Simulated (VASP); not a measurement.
A run of VASP 6.6.1 is set up as follows.

Contents of POSCAR:

```
BN
1.0
    2.6202855191      0.0000000000      0.0000000000
   -1.3101427595      2.2692338247      0.0000000000
    0.0000000000      0.0000000000      4.3339772826
B N
2 2
Direct
    0.6666666667      0.3333333333      0.9997995909
    0.3333333333      0.6666666667      0.4997995909
    0.6666666667      0.3333333333      0.6252004091
    0.3333333333      0.6666666667      0.1252004091
```

Contents of INCAR.step1:

```
SYSTEM = BN
  PREC = Accurate
  ENCUT = 520
  ISMEAR = 0
  SIGMA = 0.05
  LREAL = .FALSE.
  LASPH = .TRUE.
  NELM = 60
  NBANDS = 16
  GGA = PE
  ALGO = Normal
  EDIFF = 1E-4
  LWAVE = .TRUE.
  LCHARG = .FALSE.
```

INCAR.step2

```
SYSTEM = BN
  PREC = Accurate
  ENCUT = 520
  EDIFF = 1E-6
  ISMEAR = 0
  SIGMA = 0.05
  LREAL = .FALSE.
  LASPH = .TRUE.
  NELM = 60
  ALGO = Normal
  ISIF = 2
  LWAVE = .FALSE.
  LCHARG = .FALSE.
  METAGGA = R2SCAN
  LMIXTAU = .TRUE.
  NBANDS = 16
  ISTART = 1
```

KPOINTS

```
Automatic mesh
0
G
  12 12 6
  0 0 0
```

Potentials or basis: VASP PAW PBE potentials, release 64 (B, N).

The run is started by

```sh
$ cat potpaw_PBE.64/B/POTCAR potpaw_PBE.64/N/POTCAR > POTCAR
$ cp INCAR.step1 INCAR
$ mpirun -np 1 vasp_std > vasp.out
$ cp INCAR.step2 INCAR
$ mpirun -np 1 vasp_std > vasp.out
```

**Question.** Predict the band gap on the k mesh.

**Answer.** 5.82 eV, indirect (least direct gap 8.49 eV).

**Question.** What does it give for the pressure?

**Answer.** -28.7 GPa.

**Question.** What does it give for the largest force?

**Answer.** 0.060 eV/Å.

Forces on the atoms (eV/Å):
```
B    0.000  0.000  0.060
B    0.000  0.000  0.060
N    0.000  0.000 -0.060
N    0.000  0.000 -0.060
```

Caveat: the cell differs from its parent crystal (strain +0.030 along x and y, +0.030 along z); the PAW data sets were made with another functional, which shifts forces and pressure a little. A k mesh can miss the band edges.
